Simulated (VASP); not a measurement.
MnSeS, 3 atoms in the cell. The cell holds a sheet with vacuum, 3 atoms: a = 3.493 Å, b = 3.493 Å, c = 17.000 Å, α = 90.00°, β = 90.00°, γ = 120.00°. 

```yaml
Program: VASP 6.6.1
Task: single point
Functional: PBE
Potentials_or_basis: VASP PAW PBE potentials, release 64 (Mn_pv, Se, S)
Cutoff: 520 eV
k_mesh: 6 × 6 × 1
Occupations: gaussian, width 0.1 eV
Spin: collinear spin, ferromagnetic start
Starting_moments: "[4.0, 0.0, 0.0] μB"
Dipole_correction: yes
Further_INCAR_settings: ALGO = Normal; EDIFF = 1e-07; NBANDS = 24
```

Potentials or basis: VASP PAW PBE potentials, release 64 (Mn_pv, Se, S).

The run is started by

```bash
$ cat potpaw_PBE.64/Mn_pv/POTCAR potpaw_PBE.64/Se/POTCAR potpaw_PBE.64/S/POTCAR > POTCAR
$ mpirun -np 1 vasp_std > vasp.out
```

Hardware: 1 thread of Intel(R) Xeon(R) Platinum 8259CL CPU @ 2.50GHz (Skylake/Cascade Lake), with other jobs on the host.

Task: Estimate the wall time of this run.

Result: Wall time 2.6 min on 1 thread of Intel(R) Xeon(R) Platinum 8259CL CPU @ 2.50GHz (Skylake/Cascade Lake) (shared host), peak memory 0.4 GiB. Counts: scf iterations 29, k points 7.
